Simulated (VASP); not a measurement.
# C18F in VASP: notebook

Runs on C18F. Level: PBE. Tasks: single point.

Everything below comes from runs of VASP 6.6.1. Logs are shortened: lines on timing, memory, paths and dates and some standing lists are left out, and cuts for length are marked.

**1. The cell of the first run**

The cell holds a slab with vacuum, 19 atoms: a = 7.398 Å, b = 7.398 Å, c = 13.000 Å, α = 90.00°, β = 90.00°, γ = 120.00°.

**2. Single point, PBE, collinear spin, zero start**

Contents of INCAR:

```
SYSTEM = C18F
PREC     = Accurate       ! precision mode
ENCUT    = 520            ! plane-wave cutoff, eV
EDIFF    = 1E-6           ! SCF threshold, eV
ISMEAR   = 0              ! smearing method
SIGMA    = 0.05           ! smearing width, eV
LREAL    = .False.        ! projectors in reciprocal space
LASPH    = .True.         ! aspherical terms in the spheres
NELM     = 200            ! most SCF steps
ALGO     = Normal         ! electronic algorithm
ISIF     = 2              ! what is computed and relaxed
LWAVE    = .False.        ! write WAVECAR
LCHARG   = .False.        ! write CHGCAR
ISPIN    = 2              ! spin polarisation
MAGMOM   = 0 0 0 0 0 0 0 0 0 0 0 0 0 0 0 0 0 0 0 ! initial moments
LORBIT   = 11             ! projections on sites
GGA      = PE             ! functional
NBANDS   = 58             ! bands
GGA_COMPAT= .False.      
NELMDL   = -8
```

Contents of KPOINTS:

```
Automatic mesh
0
Gamma
  2 2 1
  0 0 0
```

Contents of POSCAR:

```
C18F
1.0
    7.3980000000      0.0000000000      0.0000000000
   -3.6990000000      6.4068560000      0.0000000000
    0.0000000000      0.0000000000     13.0000000000
C F
18 1
Direct
    0.0041167373      0.0030099006      0.0732127692
    0.2268752841      0.1152493516      0.0720816154
    0.0024101748      0.3358108876      0.0774056923
    0.2265664292      0.4479136100      0.1025264615
    0.0041170579      0.6703465787      0.0732021538
    0.2268806846      0.7808730210      0.0720771538
    0.3378023443      0.0035176380      0.0687511538
    0.5598898768      0.1145591535      0.0684054615
    0.3386327260      0.3358147897      0.0773755385
    0.5592086889      0.4475674184      0.0720666923
    0.3386484688      0.6720584948      0.0773680000
    0.5592251917      0.7808905023      0.0720576923
    0.6709355500      0.0035296564      0.0687380000
    0.8935886451      0.1152573119      0.0720936154
    0.6709299999      0.3366304784      0.0687483077
    0.8935864433      0.4475575852      0.0720859231
    0.6714637442      0.6703521977      0.0731842308
    0.8932367114      0.7812390352      0.0727347692
    0.2267138741      0.4480362911      0.2235775385
```

Potentials or basis: VASP PAW PBE potentials, release 64 (C, F).

On the command line:

```
cat potpaw_PBE.64/C/POTCAR potpaw_PBE.64/F/POTCAR > POTCAR
mpirun -np 1 vasp_std > vasp.out
```

OUTCAR:

```text
SYSTEM = C18F
   PREC = Accurate
   ENCUT = 520
   EDIFF = 1E-6
   ISMEAR = 0
   LREAL = .False.
   LASPH = .True.
   NELM = 200
   ISIF = 2
   ISPIN = 2
   LORBIT = 11
   GGA = PE
   NELMDL = -8

 ion  position               nearest neighbor table
   1  0.004  0.003  0.073-  18 1.42   2 1.43  14 1.43
   2  0.227  0.115  0.072-   9 1.41   7 1.43   1 1.43
   3  0.002  0.336  0.077-  14 1.41  16 1.41   4 1.47
   4  0.227  0.448  0.103-   3 1.47  11 1.47   9 1.47  19 1.57
   5  0.004  0.670  0.073-  18 1.42   6 1.43  16 1.43
   6  0.227  0.781  0.072-  11 1.41   7 1.43   5 1.43
   7  0.338  0.004  0.069-   8 1.42   6 1.43   2 1.43
   8  0.560  0.115  0.068-  15 1.42  13 1.42   7 1.42
   9  0.339  0.336  0.077-   2 1.41  10 1.41   4 1.47
  10  0.559  0.448  0.072-   9 1.41  15 1.43  17 1.43
  11  0.339  0.672  0.077-  12 1.41   6 1.41   4 1.47
  12  0.559  0.781  0.072-  11 1.41  13 1.43  17 1.43
  13  0.671  0.004  0.069-   8 1.42  12 1.43  14 1.43
  14  0.894  0.115  0.072-   3 1.41  13 1.43   1 1.43
  15  0.671  0.337  0.069-   8 1.42  16 1.43  10 1.43
  16  0.894  0.448  0.072-   3 1.41  15 1.43   5 1.43
  17  0.671  0.670  0.073-  18 1.42  12 1.43  10 1.43
  18  0.893  0.781  0.073-   1 1.42   5 1.42  17 1.42
  19  0.227  0.448  0.224-   4 1.57

  LATTYP: Found a hexagonal cell.
 ALAT       =     7.3980000000
 C/A-ratio  =     1.7572316842

  Lattice vectors:

 A1 = (   7.3980000000,   0.0000000000,   0.0000000000)
 A2 = (  -3.6990000000,   6.4068560000,   0.0000000000)
 A3 = (   0.0000000000,   0.0000000000,  13.0000000000)

Analysis of symmetry for initial positions (statically):
=====================================================================
 Subroutine PRICEL returns:
 Original cell was already a primitive cell.

 Routine SETGRP: Setting up the symmetry group for a
 hexagonal supercell.

 Subroutine GETGRP returns: Found  1 space group operations
 (whereof  1 operations were pure point group operations)
 out of a pool of 24 trial point group operations.

The static configuration has the point symmetry C_1 .

Analysis of symmetry for dynamics (positions and initial velocities):
=====================================================================
 Subroutine PRICEL returns:
 Original cell was already a primitive cell.

 Routine SETGRP: Setting up the symmetry group for a
 hexagonal supercell.

 Subroutine GETGRP returns: Found  1 space group operations
 (whereof  1 operations were pure point group operations)
[... 172 lines left out ...]
 Free energy of the ion-electron system (eV)
  ---------------------------------------------------
  ext. energy  EPLUGINS =         0.00000000
  ---------------------------------------------------
  free energy    TOTEN  =      -168.48087408 eV

  energy without entropy =     -168.48087408  energy(sigma->0) =     -168.48087408

 E-fermi :  -2.6976     XC(G=0):  -3.5049

 val. band max:       -3.0266716521   @ k =   0.5000   0.0000   0.0000
 cond. band min:      -2.3452717451   @ k =   0.0000   0.0000   0.0000
 fundamental gap:      0.6813999070
 Fermi energy:        -2.6976492588

 spin component 1

 k-point     1 :       0.0000    0.0000    0.0000
  band No.  band energies     occupation
      1     -25.6467      1.00000
      2     -21.7956      1.00000
      3     -19.3312      1.00000
      4     -19.3306      1.00000
      5     -19.3231      1.00000
      6     -19.2465      1.00000
[... 205 lines left out ...]
     50       3.9572      0.00000
     51       3.9672      0.00000
 Fermi energy:        -2.6976492588

 spin component 2

 k-point     1 :       0.0000    0.0000    0.0000
  band No.  band energies     occupation
      1     -25.6467      1.00000
      2     -21.7956      1.00000
      3     -19.3312      1.00000
      4     -19.3306      1.00000
      5     -19.3231      1.00000
      6     -19.2465      1.00000
[... 205 lines left out ...]
     50       3.9572      0.00000
     51       3.9672      0.00000
 [bands above 51 left out]

------------------------ aborting loop because EDIFF is reached ----------------------------------------

  FORCE on cell =-STRESS in cart. coord.  units (eV):
  Direction    XX          YY          ZZ          XY          YZ          ZX
  --------------------------------------------------------------------------------------
  -------------------------------------------------------------------------------------
  Total        0.0295837      0.0387399      0.0261370      0.0011328     -0.0033331     -0.0003369
  in kB        0.0769239      0.1007317      0.0679616      0.0029456     -0.0086667     -0.0008759
  external PRESSURE =       0.0818724 kB  Pullay stress =       0.0000000 kB

 VOLUME and BASIS-vectors are now :
 -----------------------------------------------------------------------------
  energy-cutoff  :      520.00
  volume of cell :      616.17
      direct lattice vectors                 reciprocal lattice vectors
     7.398000000  0.000000000  0.000000000     0.135171668  0.078041398  0.000000000
    -3.699000000  6.406856000  0.000000000     0.000000000  0.156082796  0.000000000
     0.000000000  0.000000000 13.000000000     0.000000000  0.000000000  0.076923077

 POSITION                                       TOTAL-FORCE (eV/Angst)
 -----------------------------------------------------------------------------------
      0.01932      0.01928      0.95177        -0.002422     -0.014262     -0.002380
      1.25212      0.73839      0.93706         0.005310     -0.003250     -0.003521
     -1.22433      2.15149      1.00627        -0.007196      0.002203     -0.004678
      0.01931      2.86972      1.33284         0.006134     -0.000605     -0.087646
     -2.44915      4.29481      0.95163        -0.012278      0.002497     -0.001514
     -1.20999      5.00294      0.93700         0.001907      0.001566     -0.004154
[... 11 lines left out ...]
      3.71836      5.00529      0.94555        -0.000754     -0.001752      0.000859
      0.01994      2.87050      2.90651        -0.001277     -0.001802      0.117943
 -----------------------------------------------------------------------------------
    total drift:                               -0.000510     -0.000343     -0.001402

  FREE ENERGIE OF THE ION-ELECTRON SYSTEM (eV)
  ---------------------------------------------------
  free  energy   TOTEN  =      -168.4808740794 eV

  energy  without entropy=     -168.4808740794  energy(sigma->0) =     -168.48087408

 total charge

# of ion       s       p       d       tot
------------------------------------------
    1        0.861   1.788   0.000   2.649
    2        0.865   1.778   0.000   2.642
    3        0.862   1.779   0.000   2.641
    4        0.835   1.672   0.000   2.507
    5        0.861   1.788   0.000   2.649
    6        0.865   1.778   0.000   2.642
[... 11 lines left out ...]
   18        0.864   1.784   0.000   2.648
   19        1.753   4.292   0.000   6.045
--------------------------------------------------
tot         17.265  36.227   0.000  53.492

 magnetization (x)

# of ion       s       p       d       tot
------------------------------------------
    1       -0.000  -0.000   0.000  -0.000
    2        0.000   0.000   0.000   0.000
    3        0.000   0.000   0.000   0.000
    4       -0.000  -0.000   0.000  -0.000
    5        0.000   0.000   0.000   0.000
    6        0.000   0.000   0.000   0.000
[... 11 lines left out ...]
   18        0.000   0.000   0.000   0.000
   19       -0.000   0.000   0.000   0.000
--------------------------------------------------
tot          0.000  -0.000   0.000   0.000
```

OSZICAR:

```text
N       E                     dE             d eps       ncg     rms          rms(c)
DAV:   1     0.680089452733E+03    0.68009E+03   -0.31193E+04   928   0.107E+03
DAV:   2    -0.716447490803E+02   -0.75173E+03   -0.71226E+03  1396   0.268E+02
[... 20 lines left out ...]
DAV:  23    -0.168480826879E+03   -0.69847E-04   -0.28604E-06   832   0.470E-03    0.137E-03
DAV:  24    -0.168480856792E+03   -0.29913E-04   -0.15649E-06   832   0.308E-03    0.100E-03
DAV:  25    -0.168480865870E+03   -0.90776E-05   -0.42396E-07   696   0.164E-03    0.626E-04
DAV:  26    -0.168480871055E+03   -0.51852E-05   -0.30751E-07   640   0.130E-03    0.307E-04
DAV:  27    -0.168480873123E+03   -0.20678E-05   -0.15709E-07   640   0.905E-04    0.241E-04
DAV:  28    -0.168480874079E+03   -0.95666E-06   -0.51655E-08   672   0.594E-04
   1 F= -.16848087E+03 E0= -.16848087E+03  d E =-.318069E-20  mag=     0.0000
```

stdout:

```text
POSCAR found type information on POSCAR C F
 POSCAR found :  2 types and      19 ions
 scaLAPACK will be used
 -----------------------------------------------------------------------------
|                                                                             |
|                                                                             |
|     You have a (more or less) 'large supercell' and for larger cells it     |
|     might be more efficient to use real-space projection operators.         |
|     Therefore, try LREAL= Auto in the INCAR file.                           |
|     Mind: For very accurate calculation, you might also keep the            |
|     reciprocal projection scheme (i.e. LREAL=.FALSE.).                      |
|                                                                             |
 -----------------------------------------------------------------------------

 LDA part: xc-table for (Slater+PW92), standard interpolation
 POSCAR, INCAR and KPOINTS ok, starting setup
 FFT: planning ... GRIDC
 FFT: planning ... GRID_SOFT
 FFT: planning ... GRID
 WAVECAR not read
 entering main loop
```

It took 28 min on 1 thread of AMD EPYC 7R13, shared host; peak memory 0.92 GiB.

Results:

- Free energy: -168.4809 eV
- Largest force: 0.118 eV/Å
- Net moment: 0.00 μB per cell
- Valence electrons inside the program's atomic spheres: C 2.65, 2.64, 2.51 (each value once); F 6.04

Forces in eV/Å, atoms in the order of the input:
```
C   -0.002 -0.014 -0.002
C    0.005 -0.003 -0.004
C   -0.007  0.002 -0.005
C    0.006 -0.001 -0.088
C   -0.012  0.002 -0.002
C    0.002  0.002 -0.004
C   -0.001  0.002  0.003
C   -0.002 -0.001  0.000
C    0.004  0.001 -0.003
C    0.003  0.002 -0.004
C   -0.002  0.007 -0.005
C    0.001 -0.003 -0.003
C    0.002  0.001  0.005
C    0.000 -0.007 -0.005
C    0.000  0.005  0.003
C   -0.005  0.004 -0.004
C    0.011  0.005 -0.001
C   -0.001 -0.002  0.001
F   -0.001 -0.002  0.118
```

Levels at points of the mesh, in eV from the Fermi level:
Spin up:
```tsv
k point	band 36	band 37	band 38	band 39	band 40	band 41	band 42	band 43	band 44	band 45
(0.00, 0.00, 0.00)	-2.45	-2.45	-2.20	0.35	0.49	0.49	1.75	4.02	5.19	5.19
(0.50, 0.00, 0.00)	-2.26	-2.17	-2.06	-1.90	-0.33	2.23	2.84	2.94	3.04	4.15
(0.00, 0.50, 0.00)	-2.26	-2.17	-2.07	-1.90	-0.33	2.23	2.84	2.94	3.04	4.15
(0.50, 0.50, 0.00)	-2.26	-2.17	-2.07	-1.90	-0.33	2.23	2.84	2.94	3.04	4.15
```
Spin down:
| k point | band 38 | band 39 | band 40 | band 41 | band 42 | band 43 |
| --- | --- | --- | --- | --- | --- | --- |
| (0.00, 0.00, 0.00) | -2.20 | 0.35 | 0.49 | 0.49 | 1.75 | 4.02 |
| (0.50, 0.00, 0.00) | -2.06 | -1.90 | -0.33 | 2.23 | 2.84 | 2.94 |
| (0.00, 0.50, 0.00) | -2.07 | -1.90 | -0.33 | 2.23 | 2.84 | 2.94 |
| (0.50, 0.50, 0.00) | -2.07 | -1.90 | -0.33 | 2.23 | 2.84 | 2.94 |

Caveat: the k points lie up to 0.49 Å⁻¹ apart.

**3. Single point, PBE, collinear spin**

Contents of INCAR:

```
SYSTEM = C18F
PREC = Accurate
ENCUT = 520
EDIFF = 1E-7
ISMEAR = 0
SIGMA = 0.05
LREAL = Auto
LASPH = .True.
NELM = 150
ALGO = Normal
ISIF = 2
LWAVE = .False.
LCHARG = .True.
ISPIN = 2
MAGMOM = 0 0 0 0 0 0 0 0 0 0 0 0 0 0 0 0 0 0 1
LORBIT = 11
GGA = PE
LELF = .True.
LVHAR = .True.
NBANDS = 58
```

Contents of KPOINTS:

```
regular mesh
0
Gamma
  2 2 1
  0 0 0
```

Contents of POSCAR:

```
C18F
1.0
    7.3980000000      0.0000000000      0.0000000000
   -3.6990000000      6.4068560000      0.0000000000
    0.0000000000      0.0000000000     13.0000000000
C F
18 1
Direct
    0.0041167971      0.0030099388      0.0732127510
    0.2268753384      0.1152494205      0.0720815771
    0.0024101016      0.3358108426      0.0774057231
    0.2265664172      0.4479136542      0.1025264843
    0.0041170317      0.6703466056      0.0732021349
    0.2268806871      0.7808730039      0.0720771494
    0.3378023162      0.0035176336      0.0687511601
    0.5598898276      0.1145591363      0.0684054725
    0.3386327538      0.3358148225      0.0773755347
    0.5592086782      0.4475673802      0.0720666621
    0.3386483800      0.6720584346      0.0773680298
    0.5592251766      0.7808904615      0.0720576861
    0.6709356081      0.0035297128      0.0687380108
    0.8935886250      0.1152573505      0.0720936325
    0.6709300400      0.3366304547      0.0687482702
    0.8935865057      0.4475576340      0.0720858947
    0.6714637542      0.6703522477      0.0731842389
    0.8932366978      0.7812389990      0.0727347765
    0.2267138639      0.4480362671      0.2235775112
```

Potentials or basis: VASP PAW PBE potentials, release 64 (C, F).

On the command line:

```
cat potpaw_PBE.64/C/POTCAR potpaw_PBE.64/F/POTCAR > POTCAR
mpirun -np 1 vasp_std > vasp.out
```

It took 22 min on 1 thread of Intel Xeon 8259CL, shared host; peak memory 0.93 GiB.

The run converged. Its results:

| Item | Value |
| --- | --- |
| Free energy | -168.4897 eV |
| Largest force | 0.118 eV/Å |
| Net moment | 0.00 μB per cell |
| Valence electrons inside the program's atomic spheres | C 2.65, 2.64, 2.51 (each value once); F 6.04 |

Forces in eV/Å, atoms in the order of the input:
```
C   -0.004 -0.015  0.002
C    0.002 -0.006 -0.005
C   -0.016  0.005 -0.006
C    0.007  0.003 -0.084
C   -0.009  0.002 -0.003
C    0.003  0.000 -0.004
C    0.002  0.001 -0.001
C    0.006 -0.005  0.000
C    0.007  0.009 -0.003
C    0.005  0.005 -0.003
C    0.006  0.012 -0.008
C    0.002 -0.004 -0.006
C    0.000 -0.010  0.001
C   -0.002 -0.011 -0.001
C    0.002  0.007  0.000
C   -0.009 -0.003 -0.005
C    0.005  0.012  0.002
C   -0.005 -0.003  0.004
F   -0.002 -0.001  0.118
```

Levels at points of the mesh, in eV from the Fermi level:
Spin up:
| k point | band 37 | band 38 | band 39 | band 40 | band 41 | band 42 | band 43 | band 44 |
| --- | --- | --- | --- | --- | --- | --- | --- | --- |
| (0.00, 0.00, 0.00) | -2.45 | -2.20 | 0.35 | 0.48 | 0.48 | 1.75 | 4.02 | 5.19 |
| (0.50, 0.00, 0.00) | -2.17 | -2.07 | -1.90 | -0.33 | 2.23 | 2.84 | 2.94 | 3.04 |
| (0.00, 0.50, 0.00) | -2.17 | -2.07 | -1.90 | -0.33 | 2.23 | 2.84 | 2.94 | 3.04 |
| (0.50, 0.50, 0.00) | -2.17 | -2.07 | -1.90 | -0.33 | 2.23 | 2.84 | 2.94 | 3.04 |
Spin down:
| k point | band 38 | band 39 | band 40 | band 41 | band 42 | band 43 |
| --- | --- | --- | --- | --- | --- | --- |
| (0.00, 0.00, 0.00) | -2.20 | 0.35 | 0.48 | 0.48 | 1.75 | 4.02 |
| (0.50, 0.00, 0.00) | -2.07 | -1.90 | -0.33 | 2.23 | 2.84 | 2.94 |
| (0.00, 0.50, 0.00) | -2.07 | -1.90 | -0.33 | 2.23 | 2.84 | 2.94 |
| (0.50, 0.50, 0.00) | -2.07 | -1.90 | -0.33 | 2.23 | 2.84 | 2.94 |

Caveat: the k points lie up to 0.49 Å⁻¹ apart.
